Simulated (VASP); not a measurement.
Set up this calculation in VASP 6.6.1, as the native input.

```yaml
Task: single point
Functional: r2SCAN
Potentials_or_basis: VASP PAW PBE potentials, release 64 (W_sv, S)
Cutoff: 520 eV
k_mesh: 12 × 12 × 2
Occupations: gaussian, width 0.02 eV
Spin: no spin polarisation
Dipole_correction: no
Further_INCAR_settings: ALGO = Normal; EDIFF = 1e-06; NBANDS = 35
```

The system is WS2.

```
W S
1.0
     3.18162    0.00000    0.00000
    -1.59081    2.75536    0.00000
     0.00000    0.00000   12.54469
W S
2 4
Direct
  0.33333 0.66667 0.25000
  0.66667 0.33333 0.75000
  0.33333 0.66667 0.62592
  0.66667 0.33333 0.12592
  0.33333 0.66667 0.87408
  0.66667 0.33333 0.37408
```

This cell differs from its parent crystal: strain along c alone, the other axes held: -4.0 %, then relaxed in part.

These files were run (other wordings do the same):

POSCAR

```
WS2
1.0
    3.1816189179      0.0000000000      0.0000000000
   -1.5908094589      2.7553628080      0.0000000000
    0.0000000000      0.0000000000     12.5446853995
W S
2 4
Direct
    0.3333333333      0.6666666667      0.2500000000
    0.6666666667      0.3333333333      0.7500000000
    0.3333333333      0.6666666667      0.6259152961
    0.6666666667      0.3333333333      0.1259152961
    0.3333333333      0.6666666667      0.8740847039
    0.6666666667      0.3333333333      0.3740847039
```

INCAR.step1

```
SYSTEM = WS2
ALGO = Normal
EDIFF = 1E-4
ENCUT = 520
GGA = PE
ISMEAR = 0
LASPH = .True.
LCHARG = .False.
LREAL = .False.
LWAVE = .True.
NBANDS = 35
NELM = 80
PREC = Accurate
SIGMA = 0.02
```

INCAR.step2

```
SYSTEM = WS2
ALGO = Normal
EDIFF = 1E-6
ENCUT = 520
ISIF = 2
ISMEAR = 0
ISTART = 1
LASPH = .True.
LCHARG = .False.
LMIXTAU = .True.
LREAL = .False.
LWAVE = .False.
METAGGA = R2SCAN
NBANDS = 35
NELM = 80
PREC = Accurate
SIGMA = 0.02
```

KPOINTS

```
k-points
0
Gamma
  12 12 2
  0 0 0
```

Potentials or basis: VASP PAW PBE potentials, release 64 (W_sv, S).

The run is started by

```console
$ cat potpaw_PBE.64/W_sv/POTCAR potpaw_PBE.64/S/POTCAR > POTCAR
$ cp INCAR.step1 INCAR
$ mpirun -np 1 vasp_std > vasp.out
$ cp INCAR.step2 INCAR
$ mpirun -np 1 vasp_std > vasp.out
```

It gave:

- Pressure: 0.8 GPa
- Largest force: 0.028 eV/Å
- Band gap on the k mesh: 1.19 eV, indirect (least direct gap 1.85 eV)

Caveat: the cell differs from its parent crystal (strain along c alone, the other axes held: -4.0 %, then relaxed in part); the PAW data sets were made with another functional, which shifts forces and pressure a little; spin-orbit coupling is left out, which moves the levels of the heavy elements.

It took 3.2 min on 1 thread of Intel(R) Xeon(R) 6975P-C (Granite Rapids), on a shared host, peak memory 0.31 GiB.
